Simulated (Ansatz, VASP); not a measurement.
## Cr in VASP and in Ansatz

```
Cr
1.0
    -1.40632    1.40632    1.40632
     1.40632   -1.40632    1.40632
     1.40632    1.40632   -1.40632
Cr
1
Direct
  0.00000 0.00000 0.00000
```

Alike in both runs: task single point; functional r2SCAN; k mesh 20 × 20 × 20; occupations gaussian, width 0.05 eV; collinear spin.

|  | VASP | Ansatz |
| --- | --- | --- |
| version | VASP 6.6.1 | Ansatz 0.2.0 |
| potentials or method | VASP PAW PBE potentials, release 64 (Cr_pv), cutoff 520 eV | scalar-relativistic, plane waves, PAW |
| valence electrons in the cell | 12 | 14 |

```tsv
	VASP	Ansatz	Ansatz less VASP
gap on the k mesh at the Fermi level (eV)	none	none	-
pressure (GPa)	5.7	5.1	-0.68
net moment per atom (μB)	0.00	0.00	0.000
```

VASP's potentials were made for PBE, not for r2SCAN. A gap of «none» marks a metal or a gap that the smearing closes. VASP's potentials hold 12 valence electrons a cell and Ansatz's 14, so a difference there can come from the potentials and not from the codes. Ansatz's warnings: seeded moment not kept, stability check not made.
